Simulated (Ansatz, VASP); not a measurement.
Si3Cl2: VASP beside Ansatz

```
Si Cl
1.0
     4.83464    0.00000    0.00000
    -2.41732    4.18692    0.00000
     0.00000    0.00000    7.18141
Si Cl
3 2
Direct
  0.00000 0.00000 0.15515
  0.00000 0.00000 0.84485
  0.00000 0.00000 0.50000
  0.33333 0.66667 0.50000
  0.66667 0.33333 0.50000
```

Alike in both runs: functional PBE; k mesh 4 × 4 × 3; occupations gaussian, width 0.2 eV; no spin polarisation.

Ansatz relaxed the structure, and its values are those at the end. VASP's run is a single point on that final structure, the one shown.

```csv
,VASP,Ansatz
version,VASP 6.6.1,Ansatz 0.2.0
potentials or method,"VASP PAW PBE potentials, release 64 (Si, Cl), cutoff 500 eV","scalar-relativistic, plane waves, PAW"
valence electrons in the cell,26,26
```

|  | VASP | Ansatz | Ansatz less VASP |
| --- | --- | --- | --- |
| gap on the k mesh at the Fermi level (eV) | none | none | - |
| pressure (GPa) | 0.1 | 0.1 | +0.05 |
| rms of the force components (eV/Å) | 0.013 | 0.012 | -0.0008 |

A gap of «none» marks a metal or a gap that the smearing closes.

The k mesh is coarse, so the values compare programs but aren't converged.
